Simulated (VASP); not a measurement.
# Zr (P6/mmm) in VASP: a series of runs

Zr is run at these levels: PBE; tasks: single point.

All numbers are computed with VASP 6.6.1; they aren't measurements. Logs are shortened: lines on timing, memory, paths and dates and some standing lists are left out, and cuts for length are marked.

## Step 1: The cell of the first run

Symmetry: P6/mmm, No. 191, hexagonal system. Conventional cell: a = 2.340 Å, b = 2.340 Å, c = 2.264 Å, α = 90.00°, β = 90.00°, γ = 120.00°. Within 3.0 Å of Zr (site symmetry 6/mmm) lie 8 Zr at 2.26 to 2.34 Å.

This isn't the form of Zr at room conditions, which is hcp.

## Step 2: Single point, PBE

INCAR reads:

```
SYSTEM = Zr
PREC = Accurate
ENCUT = 520
EDIFF = 1E-6
ISMEAR = -1
SIGMA = 0.1
LREAL = .FALSE.
LASPH = .TRUE.
NELM = 60
ALGO = Normal
ISIF = 2
LWAVE = .FALSE.
LCHARG = .TRUE.
GGA = PE
LELF = .TRUE.
LVHAR = .TRUE.
NBANDS = 12
```

KPOINTS reads:

```
regular mesh
0
G
  16 16 14
  0 0 0
```

POSCAR reads:

```
Zr
1.0
    2.3403987868      0.0000000000      0.0000000000
   -1.1701993934      2.0268448044      0.0000000000
    0.0000000000      0.0000000000      2.2642938997
Zr
1
Direct
    0.0000000000      0.0000000000      0.0000000000
```

Potentials or basis: VASP PAW PBE potentials, release 64 (Zr_sv).

The run is started by

```console
> cat potpaw_PBE.64/Zr_sv/POTCAR > POTCAR
> mpirun -np 1 vasp_std > vasp.out
```

OUTCAR:

```text
SYSTEM = Zr
   PREC = Accurate
   ENCUT = 520
   EDIFF = 1E-6
   ISMEAR = -1
   LREAL = .FALSE.
   LASPH = .TRUE.
   NELM = 60
   ISIF = 2
   GGA = PE

 ion  position               nearest neighbor table
   1  0.000  0.000  0.000-

  LATTYP: Found a hexagonal cell.
 ALAT       =     2.3403987868
 C/A-ratio  =     0.9674820857

  Lattice vectors:

 A1 = (   2.3403987868,   0.0000000000,   0.0000000000)
 A2 = (  -1.1701993934,   2.0268448044,   0.0000000000)
 A3 = (   0.0000000000,   0.0000000000,   2.2642938997)

Analysis of symmetry for initial positions (statically):
=====================================================================
 Subroutine PRICEL returns:
 Original cell was already a primitive cell.

 Routine SETGRP: Setting up the symmetry group for a
 hexagonal supercell.

 Subroutine GETGRP returns: Found 24 space group operations
 (whereof 24 operations were pure point group operations)
 out of a pool of 24 trial point group operations.

The static configuration has the point symmetry D_6h.

Analysis of symmetry for dynamics (positions and initial velocities):
=====================================================================
 Subroutine PRICEL returns:
 Original cell was already a primitive cell.

 Routine SETGRP: Setting up the symmetry group for a
 hexagonal supercell.

 Subroutine GETGRP returns: Found 24 space group operations
 (whereof 24 operations were pure point group operations)
 out of a pool of 24 trial point group operations.

The dynamic configuration has the point symmetry D_6h.

 Subroutine INISYM returns: Found 24 space group operations
 (whereof 24 operations are pure point group operations),
 and found     1 'primitive' translations

----------------------------------------------------------------------------------------

                                     Primitive cell

  volume of cell :      10.7410

  direct lattice vectors                    reciprocal lattice vectors
     2.340398787  0.000000000  0.000000000     0.427277610  0.246688843  0.000000000
    -1.170199393  2.026844804  0.000000000     0.000000000  0.493377686  0.000000000
     0.000000000  0.000000000  2.264293900     0.000000000  0.000000000  0.441638782

  length of vectors
     2.340398787  2.340398787  2.264293900     0.493377686  0.493377686  0.441638782

  position of ions in fractional coordinates (direct lattice)
     0.000000000  0.000000000  0.000000000

  ion indices of the primitive-cell ions
   primitive index   ion index
                 1           1

----------------------------------------------------------------------------------------

 KPOINTS: regular mesh

Automatic generation of k-mesh.
 Grid dimensions read from file:
 generate k-points for:   16   16   14

 Generating k-lattice:

  Cartesian coordinates                     Fractional coordinates (reciprocal lattice)
     0.026704851  0.015418053  0.000000000     0.062500000  0.000000000  0.000000000
     0.000000000  0.030836105  0.000000000     0.000000000  0.062500000  0.000000000
     0.000000000  0.000000000  0.031545627     0.000000000  0.000000000  0.071428571

  Length of vectors
     0.030836105  0.030836105  0.031545627

  Shift w.r.t. Gamma in fractional coordinates (k-lattice)
     0.000000000  0.000000000  0.000000000

 Subroutine IBZKPT returns following result:
 ===========================================

 Found    240 irreducible k-points:

 Following reciprocal coordinates:
            Coordinates               Weight
  0.000000  0.000000  0.000000      1.000000
  0.062500  0.000000  0.000000      6.000000
  0.125000  0.000000  0.000000      6.000000
  0.187500  0.000000  0.000000      6.000000
  0.250000  0.000000  0.000000      6.000000
  0.312500 -0.000000  0.000000      6.000000
[... 16 lines left out ...]
  0.187500  0.187500  0.000000      6.000000
  0.250000  0.187500  0.000000     12.000000
 [... further k-points ...]
   k-points           NKPTS =    240   k-points in BZ     NKDIM =    240   number of bands    NBANDS=     12
   number of dos      NEDOS =    301   number of ions     NIONS =      1
   total plane-waves  NPLWV =   5832
   dimension x,y,z NGX =    18 NGY =   18 NGZ =   18
   dimension x,y,z NGXF=    36 NGYF=   36 NGZF=   36
   ions per type =               1
   NGX,Y,Z   is equivalent  to a cutoff of  12.79, 12.79, 13.22 a.u.
   NGXF,Y,Z  is equivalent  to a cutoff of  25.57, 25.57, 26.43 a.u.
 SYSTEM =  Zr
   PREC   = accura    normal or accurate (medium, high low for compatibility)
   ISTART =      0    job   : 0-new  1-cont  2-samecut
   ICHARG =      2    charge: 1-file 2-atom 10-const
   ISPIN  =      1    spin polarized calculation?
   LNONCOLLINEAR =      F non collinear calculations
   LSORBIT =      F    spin-orbit coupling
   LASPH  =      T    aspherical Exc in radial PAW
   ENCUT  =  520.0 eV  38.22 Ry    6.18 a.u.   4.35  4.35  4.21*2*pi/ulx,y,z
   NELM   =     60;   NELMIN=  2; NELMDL= -5     # of ELM steps
   EDIFF  = 0.1E-05   stopping-criterion for ELM
   LREAL  =      F    real-space projection
   EDIFFG = 0.1E-04   stopping-criterion for IOM
   NSW    =      0    number of steps for IOM
   IBRION =     -1    ionic relax: 0-MD 1-quasi-New 2-CG
   NFREE  =      0    steps in history (QN), initial steepest desc. (CG)
   ISIF   =      2    stress and relaxation
   ISYM   =      2    0-nonsym 1-usesym 2-fastsym
   POTIM  = 0.5000    time-step for ionic-motion
   TEBEG  =    0.0;   TEEND  =   0.0 temperature during run
   PSTRESS=    0.0 pullay stress
   NELECT =      12.0000    total number of electrons
   NUPDOWN=      -1.0000    fix difference up-down
   EMIN   =  10.00;   EMAX   =-10.00  energy-range for DOS
   EFERMI =   0.00;   METHOD = LEGACY
   ISMEAR =    -1;   SIGMA  =   0.10  broadening in eV -4-tet -1-fermi 0-gaus
   EFERMI_NEDOS =   21; number of points for ismear=-14 and -15
   IALGO  =     38    algorithm
   IMIX   =      4    mixing-type and parameters
     AMIX     =   0.40;   BMIX     =  1.00
     AMIX_MAG =   1.60;   BMIX_MAG =  1.00
  volume/ion in A,a.u.               =      10.74        72.48
  Fermi-wavevector in a.u.,A,eV,Ry     =   1.698716  3.210108 39.261477  2.885637
  Thomas-Fermi vector in A             =   2.779165
   LORBIT       =      0    0 simple, 1 ext, 2 COOP (PROOUT), +10 PAW based schemes
   GGA     = PE    functional components
   LHFCALC =     F    Hartree Fock is set to
   AEXX    =    0.0000 exact exchange contribution
   IVDW    =     0    specifies the selected vdW correction
   LEPSILON=     F    determine dielectric tensor
   LRPA    =     F    only Hartree local field effects (RPA)
 non-spin polarized calculation
  energy-cutoff  :      520.00
  volume of cell :       10.74
 maximum number of plane-waves:       308
 NGX is ok and might be reduce to    18
   NGX =  9   NGY =  9   NGZ =  9

 number of electron      12.0000000 magnetization

 Free energy of the ion-electron system (eV)
  ---------------------------------------------------
  ext. energy  EPLUGINS =         0.00000000
  ---------------------------------------------------
  free energy    TOTEN  =        -2.16357783 eV

  energy without entropy =       -2.14494577  energy(sigma->0) =       -2.15426180

 E-fermi :  20.4914     XC(G=0): -15.1353

 val. band max:       20.4417401193   @ k =   0.0625   0.0625   0.4286
 cond. band min:      20.4959597255   @ k =   0.3125   0.3125   0.1429
 fundamental gap:      0.0542196062
 Fermi energy:        20.4914196415

 k-point     1 :       0.0000    0.0000    0.0000
  band No.  band energies     occupation
      1     -30.1443      2.00000
      2      -3.4729      2.00000
      3      -2.6380      2.00000
      4      -2.6380      2.00000
      5      15.0392      2.00000
      6      16.8349      2.00000
      7      21.2360      0.00117
      8      21.2360      0.00117
      9      32.5223      0.00000
     10      33.2216      0.00000
     11      33.2216      0.00000
     12      41.5701      0.00000

 k-point     2 :       0.0625    0.0000    0.0000
  band No.  band energies     occupation
      1     -30.0719      2.00000
      2      -3.4277      2.00000
      3      -3.0442      2.00000
      4      -2.7270      2.00000
      5      15.1836      2.00000
      6      17.2201      2.00000
      7      20.7990      0.08819
      8      21.5600      0.00005
      9      32.4748      0.00000
     10      33.1200      0.00000
     11      33.4390      0.00000
     12      42.4238      0.00000

 k-point     3 :       0.1250    0.0000    0.0000
  band No.  band energies     occupation
      1     -29.8604      2.00000
      2      -4.1270      2.00000
      3      -3.2969      2.00000
      4      -2.9730      2.00000
      5      15.5498      2.00000
      6      17.9289      2.00000
      7      20.2300      1.86355
      8      22.5078      0.00000
      9      30.8333      0.00000
     10      32.8414      0.00000
     11      35.7976      0.00000
     12      44.2868      0.00000
[... 286 lines left out ...]
 k-point    23 :       0.1875    0.1875    0.0000
  band No.  band energies     occupation
      1     -28.5420      2.00000
      2      -8.3883      2.00000
      3      -5.1589      2.00000
      4      -2.5356      2.00000
      5      17.7609      2.00000
      6      18.2472      2.00000
      7      21.4615      0.00012
      8      26.0716      0.00000
      9      30.1350      0.00000
     10      30.2551      0.00000
     11      39.3889      0.00000
     12      39.9943      0.00000

 k-point    24 :       0.2500    0.1875    0.0000
  band No.  band energies     occupation
      1     -28.1481      2.00000
      2      -9.2416      2.00000
      3      -5.8930      2.00000
      4      -2.3268      2.00000
      5      18.0727      2.00000
      6      18.6366      2.00000
      7      22.7468      0.00000
      8      25.3150      0.00000
      9      29.3958      0.00000
     10      31.3166      0.00000
     11      37.8227      0.00000
     12      41.0230      0.00000

 [... further k-points ...]
[... 5 lines left out ...]
  --------------------------------------------------------------------------------------
  -------------------------------------------------------------------------------------
  Total       19.1489123     19.1489123     19.1819031      0.0000000      0.0000000      0.0000000
  in kB     2856.3507476   2856.3507477   2861.2718187      0.0000000      0.0000000      0.0000000
  external PRESSURE =    2857.9911047 kB  Pullay stress =       0.0000000 kB

 VOLUME and BASIS-vectors are now :
 -----------------------------------------------------------------------------
  energy-cutoff  :      520.00
  volume of cell :       10.74
      direct lattice vectors                 reciprocal lattice vectors
     2.340398787  0.000000000  0.000000000     0.427277610  0.246688843  0.000000000
    -1.170199393  2.026844804  0.000000000     0.000000000  0.493377686  0.000000000
     0.000000000  0.000000000  2.264293900     0.000000000  0.000000000  0.441638782

 POSITION                                       TOTAL-FORCE (eV/Angst)
 -----------------------------------------------------------------------------------
      0.00000      0.00000      0.00000         0.000000      0.000000      0.000000
 -----------------------------------------------------------------------------------
    total drift:                                0.000000      0.000000      0.000000

  FREE ENERGIE OF THE ION-ELECTRON SYSTEM (eV)
  ---------------------------------------------------
  free  energy   TOTEN  =        -2.1635778348 eV

  energy  without entropy=       -2.1449457703  energy(sigma->0) =       -2.15426180
```

It took 18 s on 1 thread of Intel Xeon 6455B, shared host; peak memory 0.14 GiB.

What came out:

```yaml
Free_energy: -2.1636 eV
Pressure: 285.8 GPa
Band_gap_on_the_k_mesh: zero (bands 6 and 7 overlap by 3.57 eV)
```

Levels at points of the mesh, in eV from the Fermi level:
| k point | band 4 | band 5 | band 6 | band 7 | band 8 | band 9 |
| --- | --- | --- | --- | --- | --- | --- |
| (0.00, 0.00, 0.00) | -23.13 | -5.45 | -3.66 | 0.74 | 0.74 | 12.03 |
| (0.50, 0.00, 0.00) | -22.65 | -6.56 | -1.03 | 3.26 | 6.35 | 10.55 |
| (0.00, 0.00, 0.50) | -22.32 | -0.27 | 2.53 | 2.53 | 4.08 | 5.21 |
| (0.50, 0.00, 0.50) | -24.17 | -8.88 | -3.90 | 1.80 | 8.01 | 14.83 |

Caveat: the cell stands under pressure.

## Step 3: Single point, PBE (10.74 Å³/atom)

INCAR reads:

```
PREC = Accurate ; ENCUT = 520
EDIFF = 1E-7 ; ISMEAR = -1
SIGMA = 0.1 ; LREAL = False
LASPH = True ; NELM = 100
ALGO = Normal ; ISIF = 2
LWAVE = False ; LCHARG = True
GGA = PE ; LELF = True
LVHAR = True ; NBANDS = 12
```

KPOINTS reads:

```
regular mesh
0
Gamma
  16 16 14
```

POSCAR is that of step 2.

Potentials or basis: VASP PAW PBE potentials, release 64 (Zr_sv).

The run is started by

```console
> cat potpaw_PBE.64/Zr_sv/POTCAR > POTCAR
> mpirun -np 1 vasp_std > vasp.out
```

Run time: 15 s. Hardware: 1 thread of Intel Xeon 6455B, shared host; peak memory 0.14 GiB.

The run converged. Its results:

```yaml
Free_energy: -2.1636 eV
Pressure: 285.8 GPa
Band_gap_on_the_k_mesh: zero (bands 6 and 7 overlap by 3.57 eV)
```

Stress tensor (GPa, compression positive):
```
285.63   0.00   0.00
  0.00 285.63   0.00
  0.00   0.00 286.13
```

Levels at points of the mesh, in eV from the Fermi level:
```csv
k point,band 4,band 5,band 6,band 7,band 8,band 9
"(0.00, 0.00, 0.00)",-23.13,-5.45,-3.66,0.74,0.74,12.03
"(0.50, 0.00, 0.00)",-22.65,-6.56,-1.03,3.26,6.35,10.55
"(0.00, 0.00, 0.50)",-22.32,-0.27,2.53,2.53,4.08,5.21
"(0.50, 0.00, 0.50)",-24.17,-8.88,-3.90,1.80,8.01,14.83
```

Caveat: the cell stands under pressure.
